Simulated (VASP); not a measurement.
# Ge: single point with r2SCAN

Ge:

```
Ge
1.0
     4.17545    0.00000    0.00000
    -2.08773    3.61605    0.00000
     0.00000    0.00000    6.42444
Ge
4
Direct
  0.66667 0.33333 0.06085
  0.33333 0.66667 0.56085
  0.66667 0.33333 0.43915
  0.33333 0.66667 0.93915
```

This cell differs from its parent crystal: biaxial strain in the a-b plane: +4.5 %.

```
Program             : VASP 6.6.1
Task                : single point
Functional          : r2SCAN
Potentials or basis : VASP PAW PBE potentials, release 64 (Ge_d)
Cutoff              : 520 eV
k mesh              : 12 × 12 × 6
Occupations         : gaussian, width 0.01 eV
Spin                : no spin polarisation
```

```json
{
  "Pressure": "-3.2 GPa",
  "Largest force": "0.318 eV/Å",
  "Band gap on the k mesh": "zero (bands 28 and 29 overlap by 0.19 eV)"
}
```

Forces in eV/Å, atoms in the order of the input:
```
Ge   0.000  0.000 -0.318
Ge   0.000  0.000 -0.318
Ge   0.000  0.000  0.318
Ge   0.000  0.000  0.318
```

Stress tensor (GPa, compression positive):
```
-6.75  0.00  0.00
 0.00 -6.75  0.00
 0.00  0.00  3.94
```

Levels at points of the mesh, in eV from the Fermi level:
```
           k point  band 24  band 25  band 26  band 27  band 28  band 29  band 30  band 31  band 32  band 33
(0.00, 0.00, 0.00)    -1.76    -1.76    -0.64    -0.13     0.00     0.14     0.14     2.13     2.13     3.68
(0.50, 0.00, 0.00)    -6.53    -4.43    -3.19    -2.68    -1.27     0.49     1.98     3.81     4.10     5.38
(0.00, 0.00, 0.50)    -4.59    -1.04    -1.04    -1.04    -1.04     0.35     0.35     3.39     3.39     3.39
(0.50, 0.00, 0.50)    -7.82    -2.43    -2.43    -2.19    -2.19     0.80     0.80     2.67     2.67     6.46
```

It took 15 min on 1 thread of Intel Xeon 8259CL (shared host), peak memory 0.34 GiB.

Caveat: the cell differs from its parent crystal (biaxial strain in the a-b plane: +4.5 %); the stress differs along the axes, from -7 to 4 GPa; semilocal functionals underestimate gaps, and a narrow one can read as zero; the PAW data sets were made with another functional, which shifts forces and pressure a little.
